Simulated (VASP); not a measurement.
Set up this calculation in VASP 6.6.1, as the native input.

- Task: single point
- Functional: PBE
- Potentials or basis: VASP PAW PBE potentials, release 64 (Lu, Tl_d)
- Cutoff: 520 eV
- k mesh: 6 × 6 × 6
- Occupations: gaussian, width 0.1 eV
- Spin: no spin polarisation
- Dipole correction: no
- Further INCAR settings: ALGO = Normal; EDIFF = 1e-06; NBANDS = 32

The structure of LuTl2 lies in POSCAR:

```
LuTl2
1.0
    5.2864182366      0.0000000000      0.0000000000
   -2.6432091183      4.5781724879      0.0000000000
    0.0000000000      0.0000000000      3.3827334129
Lu Tl
1 2
Direct
    0.0000000000      0.0000000000      0.0000000000
    0.3333333333      0.6666666667      0.5000000000
    0.6666666667      0.3333333333      0.5000000000
```

The input as run:

INCAR

```
SYSTEM = LuTl2
ALGO = Normal
EDIFF = 1E-6
ENCUT = 520
GGA = PE
ISIF = 2
ISMEAR = 0
LASPH = .True.
LCHARG = .False.
LREAL = .False.
LWAVE = .False.
NBANDS = 32
NELM = 100
PREC = Accurate
SIGMA = 0.1
```

KPOINTS

```
k-points
0
Gamma
  6 6 6
  0 0 0
```

Potentials or basis: VASP PAW PBE potentials, release 64 (Lu, Tl_d).

Run with:

```sh
$ cat potpaw_PBE.64/Lu/POTCAR potpaw_PBE.64/Tl_d/POTCAR > POTCAR
$ mpirun -np 1 vasp_std > vasp.out
```

It gave:

```
Pressure : -0.1 GPa
```

Run time: 57 s on 1 thread of Intel(R) Xeon(R) Platinum 8488C (Sapphire Rapids), on a shared host, peak memory 0.24 GiB.
